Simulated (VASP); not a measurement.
# BiTe (Imm2) in VASP: single point with PBEsol

Aim: the single point of BiTe with PBEsol.

All numbers are computed with VASP 6.6.1; they aren't measurements. Logs are shortened: lines on timing, memory, paths and dates and some standing lists are left out, and cuts for length are marked.

## (1) The cell of the first run

Symmetry: Imm2, No. 44, orthorhombic system. Conventional cell: a = 5.036 Å, b = 5.036 Å, c = 7.122 Å, α = 90.00°, β = 90.00°, γ = 90.00°. Bi (site symmetry mm2) has 4 Te at 2.97 to 3.20 Å within 3.9 Å. Te (site symmetry mm2) has 4 Bi at 2.97 to 3.20 Å within 3.9 Å.

## (2) Single point, PBEsol (atom 1 (Bi) moved 0.2 Å along x)

INCAR

```
PREC     = Accurate       # precision mode
ENCUT    = 520            # plane-wave cutoff, eV
EDIFF    = 1E-6           # SCF threshold, eV
ISMEAR   = 0              # smearing method
SIGMA    = 0.05           # smearing width, eV
LREAL    = False          # projectors in reciprocal space
LASPH    = True           # aspherical terms in the spheres
NELM     = 60             # most SCF steps
ALGO     = Normal         # electronic algorithm
ISIF     = 2              # what is computed and relaxed
LWAVE    = False          # write WAVECAR
LCHARG   = False          # write CHGCAR
GGA      = PS             # functional
NBANDS   = 18             # bands
```

KPOINTS

```
Automatic mesh
0
Gamma
  8 8 8
```

POSCAR

```
BiTe
1.0
    0.0000000000      3.5607539698      3.5607539698
    3.5607539698      0.0000000000      3.5607539698
    3.5607539698      3.5607539698      0.0000000000
Bi Te
1 1
Direct
   -0.0280839398      0.0280839398      0.0280839398
    0.2500000000      0.2500000000      0.2500000000
```

Potentials or basis: VASP PAW PBE potentials, release 64 (Bi_d, Te).

The run is started by

```sh
$ cat potpaw_PBE.64/Bi_d/POTCAR potpaw_PBE.64/Te/POTCAR > POTCAR
$ mpirun -np 1 vasp_std > vasp.out
```

OUTCAR:

```text
PREC = Accurate
   ENCUT = 520
   EDIFF = 1E-6
   ISMEAR = 0
   LREAL = False
   LASPH = True
   NELM = 60
   ISIF = 2
   GGA = PS

 ion  position               nearest neighbor table
   1  0.972  0.028  0.028-   2 2.97   2 2.97   2 3.20   2 3.20
   2  0.250  0.250  0.250-   1 2.97   1 2.97   1 3.20   1 3.20

  LATTYP: Found a face centered cubic cell.
 ALAT       =     7.1215079396

  Lattice vectors:

 A1 = (   0.0000000000,   3.5607539698,   3.5607539698)
 A2 = (   3.5607539698,   0.0000000000,   3.5607539698)
 A3 = (   3.5607539698,   3.5607539698,   0.0000000000)

Analysis of symmetry for initial positions (statically):
=====================================================================
 Subroutine PRICEL returns:
 Original cell was already a primitive cell.

 Routine SETGRP: Setting up the symmetry group for a
 face centered cubic supercell.

 Subroutine GETGRP returns: Found  4 space group operations
 (whereof  4 operations were pure point group operations)
 out of a pool of 48 trial point group operations.

The static configuration has the point symmetry C_2v.

Analysis of symmetry for dynamics (positions and initial velocities):
=====================================================================
 Subroutine PRICEL returns:
 Original cell was already a primitive cell.

 Routine SETGRP: Setting up the symmetry group for a
 face centered cubic supercell.

 Subroutine GETGRP returns: Found  4 space group operations
 (whereof  4 operations were pure point group operations)
 out of a pool of 48 trial point group operations.

The dynamic configuration has the point symmetry C_2v.

 Subroutine INISYM returns: Found  4 space group operations
 (whereof  4 operations are pure point group operations),
 and found     1 'primitive' translations

----------------------------------------------------------------------------------------

                                     Primitive cell

  volume of cell :      90.2934

  direct lattice vectors                    reciprocal lattice vectors
     0.000000000  3.560753970  3.560753970    -0.140419699  0.140419699  0.140419699
     3.560753970  0.000000000  3.560753970     0.140419699 -0.140419699  0.140419699
     3.560753970  3.560753970  0.000000000     0.140419699  0.140419699 -0.140419699

  length of vectors
     5.035666556  5.035666556  5.035666556     0.243214053  0.243214053  0.243214053

  position of ions in fractional coordinates (direct lattice)
     0.971916060  0.028083940  0.028083940
     0.250000000  0.250000000  0.250000000
[... 64 lines left out ...]
   ions per type =               1   1
   NGX,Y,Z   is equivalent  to a cutoff of  13.21, 13.21, 13.21 a.u.
   NGXF,Y,Z  is equivalent  to a cutoff of  26.41, 26.41, 26.41 a.u.
 SYSTEM =  unknown system
   PREC   = accura    normal or accurate (medium, high low for compatibility)
   ISTART =      0    job   : 0-new  1-cont  2-samecut
   ICHARG =      2    charge: 1-file 2-atom 10-const
   ISPIN  =      1    spin polarized calculation?
   LNONCOLLINEAR =      F non collinear calculations
   LSORBIT =      F    spin-orbit coupling
   LASPH  =      T    aspherical Exc in radial PAW
   ENCUT  =  520.0 eV  38.22 Ry    6.18 a.u.   9.36  9.36  9.36*2*pi/ulx,y,z
   NELM   =     60;   NELMIN=  2; NELMDL= -5     # of ELM steps
   EDIFF  = 0.1E-05   stopping-criterion for ELM
   LREAL  =      F    real-space projection
[... 7 lines left out ...]
   TEBEG  =    0.0;   TEEND  =   0.0 temperature during run
   PSTRESS=    0.0 pullay stress
   NELECT =      21.0000    total number of electrons
   NUPDOWN=      -1.0000    fix difference up-down
   EMIN   =  10.00;   EMAX   =-10.00  energy-range for DOS
   EFERMI =   0.00;   METHOD = LEGACY
   ISMEAR =     0;   SIGMA  =   0.05  broadening in eV -4-tet -1-fermi 0-gaus
   EFERMI_NEDOS =   21; number of points for ismear=-14 and -15
   IALGO  =     38    algorithm
   IMIX   =      4    mixing-type and parameters
     AMIX     =   0.40;   BMIX     =  1.00
     AMIX_MAG =   1.60;   BMIX_MAG =  1.00
  volume/ion in A,a.u.               =      45.15       304.66
  Fermi-wavevector in a.u.,A,eV,Ry     =   1.006768  1.902515 13.790611  1.013581
  Thomas-Fermi vector in A             =   2.139531
   LORBIT       =      0    0 simple, 1 ext, 2 COOP (PROOUT), +10 PAW based schemes
   GGA     = PS    functional components
   LHFCALC =     F    Hartree Fock is set to
   AEXX    =    0.0000 exact exchange contribution
   IVDW    =     0    specifies the selected vdW correction
   LEPSILON=     F    determine dielectric tensor
   LRPA    =     F    only Hartree local field effects (RPA)
 non-spin polarized calculation
 Gauss-broadening in eV      SIGMA  =   0.05
  energy-cutoff  :      520.00
  volume of cell :       90.29
 maximum number of plane-waves:      2468
 NGX is ok and might be reduce to    40
   NGX = 19   NGY = 19   NGZ = 19

 number of electron      21.0000000 magnetization

 Free energy of the ion-electron system (eV)
  ---------------------------------------------------
  ext. energy  EPLUGINS =         0.00000000
  ---------------------------------------------------
  free energy    TOTEN  =        -7.27245235 eV

  energy without entropy =       -7.26812671  energy(sigma->0) =       -7.27028953

 E-fermi :   4.0604     XC(G=0):  -8.1051

 val. band max:        4.0574393781   @ k =   0.0000   0.1250   0.0000
 cond. band min:       4.0614197357   @ k =   0.1250   0.5000   0.2500
 fundamental gap:      0.0039803576
 Fermi energy:         4.0604316031

 k-point     1 :       0.0000    0.0000    0.0000
  band No.  band energies     occupation
      1     -19.3025      2.00000
      2     -19.2957      2.00000
      3     -19.2610      2.00000
      4     -19.2520      2.00000
      5     -19.2457      2.00000
      6      -9.2911      2.00000
[... 481 lines left out ...]
      5     -19.2461      2.00000
      6      -8.2912      2.00000
[... 10 lines left out ...]
     17      10.7475      0.00000
     18      12.3133      0.00000

 [... further k-points ...]
[... 5 lines left out ...]
  --------------------------------------------------------------------------------------
  -------------------------------------------------------------------------------------
  Total        0.1090992      0.1023698      0.1023698      0.0000000      0.5199835      0.0000000
  in kB        1.9358699      1.8164621      1.8164621      0.0000000      9.2266551      0.0000000
  external PRESSURE =       1.8562647 kB  Pullay stress =       0.0000000 kB

 VOLUME and BASIS-vectors are now :
 -----------------------------------------------------------------------------
  energy-cutoff  :      520.00
  volume of cell :       90.29
      direct lattice vectors                 reciprocal lattice vectors
     0.000000000  3.560753970  3.560753970    -0.140419699  0.140419699  0.140419699
     3.560753970  0.000000000  3.560753970     0.140419699 -0.140419699  0.140419699
     3.560753970  3.560753970  0.000000000     0.140419699  0.140419699 -0.140419699

 POSITION                                       TOTAL-FORCE (eV/Angst)
 -----------------------------------------------------------------------------------
      0.20000      3.56075      3.56075        -0.376021      0.000000      0.000000
      1.78038      1.78038      1.78038         0.376021     -0.000000     -0.000000
 -----------------------------------------------------------------------------------
    total drift:                               -0.000348     -0.000001     -0.000001

  FREE ENERGIE OF THE ION-ELECTRON SYSTEM (eV)
  ---------------------------------------------------
  free  energy   TOTEN  =        -7.2724523489 eV

  energy  without entropy=       -7.2681267087  energy(sigma->0) =       -7.27028953
```

stdout:

```text
POSCAR found type information on POSCAR BiTe
 POSCAR found :  2 types and       2 ions
 scaLAPACK will be used
 -----------------------------------------------------------------------------
|                                                                             |
|                                                                             |
|     You enforced a specific xc type in the INCAR file but a different       |
|     I HOPE YOU KNOW WHAT YOU ARE DOING!                                     |
|                                                                             |
 -----------------------------------------------------------------------------

 LDA part: xc-table for (Slater+PW92), standard interpolation
 POSCAR, INCAR and KPOINTS ok, starting setup
 FFT: planning ... GRIDC
 FFT: planning ... GRID_SOFT
 FFT: planning ... GRID
 WAVECAR not read
 entering main loop
```

It took 2.9 min on 1 thread of Intel Xeon Platinum 8488C (Sapphire Rapids), shared host; peak memory 0.34 GiB.

Results:

```yaml
Free_energy: -7.2725 eV
Pressure: 0.2 GPa
Largest_force: 0.376 eV/Å
```

Forces in eV/Å, atoms in the order of the input:
```
Bi  -0.376  0.000  0.000
Te   0.376  0.000  0.000
```

Stress tensor (GPa, compression positive):
```
0.19 0.00 0.00
0.00 0.18 0.92
0.00 0.92 0.18
```

Levels at points of the mesh, in eV from the Fermi level:
| k point | band 8 | band 9 | band 10 | band 11 | band 12 | band 13 | band 14 | band 15 |
| --- | --- | --- | --- | --- | --- | --- | --- | --- |
| (0.00, 0.00, 0.00) | -3.34 | -2.71 | -2.28 | -0.52 | -0.22 | 0.33 | 2.90 | 6.02 |
| (0.50, 0.00, 0.00) | -3.65 | -3.26 | -3.05 | 0.41 | 1.35 | 2.54 | 4.79 | 5.25 |
| (0.00, 0.50, 0.00) | -3.85 | -3.61 | -3.11 | 0.25 | 1.26 | 2.24 | 4.67 | 5.94 |
| (0.50, 0.50, 0.00) | -4.12 | -4.11 | -1.88 | -1.07 | 2.92 | 2.96 | 4.72 | 5.56 |
| (0.00, 0.50, 0.50) | -4.45 | -3.93 | -2.07 | -0.83 | 2.66 | 3.28 | 4.54 | 5.80 |

Caveat: the cell differs from its parent crystal (atom 1 (Bi) moved 0.2 Å along x); the PAW data sets were made with another functional, which shifts forces and pressure a little; spin-orbit coupling is left out, which moves the levels of the heavy elements.
